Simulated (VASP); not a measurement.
Set up this calculation in VASP 6.6.1, as the native input.

```
Task                   : single point
Functional             : PBEsol
Potentials or basis    : VASP PAW PBE potentials, release 64 (Hf_pv)
Cutoff                 : 520 eV
k mesh                 : 8 × 8 × 5
Occupations            : gaussian, width 0.1 eV
Spin                   : no spin polarisation
Dipole correction      : no
Further INCAR settings : ALGO = Normal; EDIFF = 1e-06; NBANDS = 17
```

The structure of Hf lies in POSCAR:

```
Hf
1.0
    3.1611944487      0.0000000000      0.0000000000
   -1.5805972244      2.7376746989      0.0000000000
    0.0000000000      0.0000000000      5.0016233250
Hf
2
Direct
    0.3333333333      0.6666666667      0.2500000000
    0.6666666667      0.3333333333      0.7500000000
```

One way to write it, as run:

INCAR

```
SYSTEM = Hf
PREC = Accurate
ENCUT = 520
EDIFF = 1E-6
ISMEAR = 0
SIGMA = 0.1
LREAL = .False.
LASPH = .True.
NELM = 100
ALGO = Normal
ISIF = 2
LWAVE = .False.
LCHARG = .False.
GGA = PS
NBANDS = 17
```

KPOINTS

```
regular mesh
0
Gamma
  8 8 5
  0 0 0
```

Potentials or basis: VASP PAW PBE potentials, release 64 (Hf_pv).

Launch:

```sh
$ cat potpaw_PBE.64/Hf_pv/POTCAR > POTCAR
$ mpirun -np 1 vasp_std > vasp.out
```

Results of the run:

* Pressure: -0.3 GPa
* Band gap on the k mesh: zero (band 10 reaches 6.17 eV, above the bottom of band 11 at 4.71 eV)

Caveat: the PAW data sets were made with another functional, which shifts forces and pressure a little; spin-orbit coupling is left out, which moves the levels of the heavy elements.

It took 12 s on 1 thread of Intel(R) Xeon(R) Platinum 8259CL CPU @ 2.50GHz (Skylake/Cascade Lake) (shared host), peak memory 0.16 GiB.
